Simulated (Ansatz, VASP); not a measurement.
# One calculation of SnTe, two programs

File INCAR:

```
SYSTEM = SnTe
PREC = Accurate ; ENCUT = 520
EDIFF = 1E-6 ; ISMEAR = -1
SIGMA = 0.02 ; LREAL = .False.
LASPH = .True. ; NELM = 60
ALGO = Normal ; ISIF = 2
LWAVE = .False. ; LCHARG = .False.
GGA = PE ; NBANDS = 17
```

KPOINTS

```
regular mesh
0
Gamma
  8 8 8
  0 0 0
```

POSCAR

```
SnTe
1.0
    0.0000000000      3.1893303454      3.2212236489
    3.1893303454      0.0000000000      3.2212236489
    3.1893303454      3.1893303454      0.0000000000
Sn Te
1 1
Direct
    0.0000000000      0.0000000000      0.0000000000
    0.5000000000      0.5000000000      0.5000000000
```

Input for Ansatz:

```yaml
crystal:
  lattice:
    - [0.0, 3.1893303454, 3.2212236489]
    - [3.1893303454, 0.0, 3.2212236489]
    - [3.1893303454, 3.1893303454, 0.0]
  atoms:
    - { symbol: Sn, position: [0.0, 0.0, 0.0] }
    - { symbol: Te, position: [0.5, 0.5, 0.5] }
kpoints:
  mp_grid: { grid: [8, 8, 8] }
  band_path:
    path:
      - [0.0, 0.0, 0.0]
      - [0.5, 0.0, 0.5]
      - [0.625, 0.25, 0.625]
      - [0.375, 0.375, 0.75]
      - [0.5, 0.5, 0.5]
      - [0.5, 0.25, 0.75]
      - [0.0, 0.0, 0.5]
    npoints: 1
hamiltonian:
  xc: pbe
scf:
  occupations: { method: fermi_dirac, width: 0.02 }
  n_extra_bands: 4
output:
  forces: true
  stress: true
  eigenvalues: true
```

Change from the starting cell: uniaxial_z strain +1.0%.

Alike in both runs: task single point; functional PBE; k mesh 8 × 8 × 8; occupations fermi-dirac, width 0.02 eV; no spin polarisation.

|  | VASP | Ansatz |
| --- | --- | --- |
| version | VASP 6.6.1 | Ansatz 0.2.0 |
| potentials or method | VASP PAW PBE potentials, release 64 (Sn_d, Te) | plane waves, PAW |
| plane-wave cutoff (eV) | 520 | 420 |
| valence electrons in the cell | 20 | 30 |

```tsv
	VASP	Ansatz	Ansatz less VASP
pressure (GPa)	0.2	0.2	+0.07
traceless stress, the component that is largest in VASP (GPa)	-0.73	-0.73	0.000
```

VASP's potentials hold 20 valence electrons a cell and Ansatz's 30, so a difference there can come from the potentials and not from the codes.

Spin-orbit coupling is off throughout.
